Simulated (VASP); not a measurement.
Input of a VASP 6.6.1 run:

INCAR

```
  PREC = Accurate
  ENCUT = 400
  EDIFF = 1E-8
  ISMEAR = -1
  SIGMA = 0.03
  LREAL = F
  LASPH = T
  NELM = 120
  ALGO = Normal
  ISIF = 2
  LWAVE = F
  LCHARG = F
  GGA = PS
  LEFG = T
  NBANDS = 20
  GGA_COMPAT = F
```

Contents of KPOINTS:

```
Automatic mesh
0
Gamma
  8 8 5
```

POSCAR

```
CdI2
1.0
    4.2998477142      0.0000000000      0.0000000000
   -2.1499238570      3.7237773528      0.0000000000
    0.0000000000      0.0000000000      6.9492603508
Cd I
1 2
Direct
    0.0000000000      0.0000000000      0.0000000000
    0.3333333333      0.6666666667      0.2492000000
    0.6666666667      0.3333333333      0.7508000000
```

Potentials or basis: VASP PAW PBE potentials, release 64 (Cd, I).

The run is started by

```console
$ cat potpaw_PBE.64/Cd/POTCAR potpaw_PBE.64/I/POTCAR > POTCAR
$ mpirun -np 1 vasp_std > vasp.out
```

Question: Predict the largest force.

Answer: 0.272 eV/Å.

Question: What does it give for the pressure?

Answer: -1.6 GPa.

Electric field gradients, principal values (V/Å²):
```
atom   least  middle  greatest (by size)
1 Cd  -0.901  -0.904               1.806
 2 I  27.675  27.675             -55.351
 3 I  27.675  27.675             -55.351
```

Caveat: without QUAD_EFG the Cq values of the log hold for a quadrupole moment of 1 mb, not for the nuclei; the PAW data sets were made with another functional, which shifts forces and pressure a little; this functional lacks dispersion, which binds the layers, so the pressure and a relaxed spacing across them are unreliable.
